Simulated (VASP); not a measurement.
# TePt: single point with LDA

TePt:

```
Te Pt
1.0
     4.30738    0.00000    0.00000
    -2.15369    3.73030    0.00000
     0.00000    0.00000    5.64708
Te Pt
2 2
Direct
  0.33333 0.66667 0.25000
  0.66667 0.33333 0.75000
  0.00000 0.00000 0.00000
  0.00000 0.00000 0.50000
```

```json
{"Program": "VASP 6.6.1", "Task": "single point", "Functional": "LDA", "Potentials or basis": "VASP PAW LDA potentials, release 64 (Te, Pt)", "Cutoff": "520 eV", "k mesh": "12 × 12 × 8", "Occupations": "gaussian, width 0.15 eV", "Spin": "collinear spin", "Starting moments": "[0.0, 0.0, 0.062, 0.062] μB", "Fixed moment": "0.125 μB", "Dipole correction": "no", "Further INCAR settings": "ALGO = Normal; EDIFF = 1e-06; NBANDS = 28"}
```

```json
{"Pressure": "-9.1 GPa", "Net moment": "0.12 μB per cell", "Site moments": "Te +0.02; Pt +0.03 μB", "Valence electrons inside the program's atomic spheres": "Te 3.26; Pt 9.22"}
```

Stress tensor (GPa, compression positive):
```
-8.90  0.00  0.00
 0.00 -8.90  0.00
 0.00  0.00 -9.53
```

It took 4.1 min on 1 thread of Intel(R) Xeon(R) Platinum 8488C (Sapphire Rapids), on a shared host, peak memory 0.43 GiB.

Caveat: the cell stands under tension; the total moment is fixed, so each spin has its own Fermi level and the state may be an excited one.
